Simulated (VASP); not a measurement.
Write the native input for VASP 6.6.1 that does the following.

* Task: single point
* Functional: PBE
* Potentials or basis: VASP PAW PBE potentials, release 64 (Mg, O)
* Cutoff: 600 eV
* k mesh: 9 × 9 × 9
* Occupations: fermi-dirac, width 0.02 eV
* Spin: no spin polarisation
* Dipole correction: no
* Further INCAR settings: ALGO = Normal; EDIFF = 1e-06; NBANDS = 11

The structure of MgO lies in POSCAR:

```
MgO
1.0
    0.0000000000      2.1712500000      2.1712500000
    2.1712500000      0.0000000000      2.1712500000
    2.1712500000      2.1712500000      0.0000000000
Mg O
1 1
Direct
    0.0000000000      0.0000000000      0.0000000000
    0.5000000000      0.5000000000      0.5000000000
```

The input as run:

INCAR

```
SYSTEM = MgO
ALGO = Normal
EDIFF = 1E-6
ENCUT = 600
GGA = PE
GGA_COMPAT = .False.
ISIF = 2
ISMEAR = -1
LASPH = .True.
LCHARG = .True.
LELF = .True.
LREAL = .False.
LVHAR = .True.
LWAVE = .False.
NBANDS = 11
NELM = 120
PREC = Accurate
SIGMA = 0.02
```

KPOINTS

```
k-points
0
Gamma
  9 9 9
  0 0 0
```

Potentials or basis: VASP PAW PBE potentials, release 64 (Mg, O).

Launch:

```bash
$ cat potpaw_PBE.64/Mg/POTCAR potpaw_PBE.64/O/POTCAR > POTCAR
$ mpirun -np 1 vasp_std > vasp.out
```

It gave:

* Pressure: -9.1 GPa
* Band gap on the k mesh: 3.89 eV, direct

It took 7.2 s on 1 thread of Intel(R) Xeon(R) 6975P-C (Granite Rapids), with other jobs on the host, peak memory 0.16 GiB.
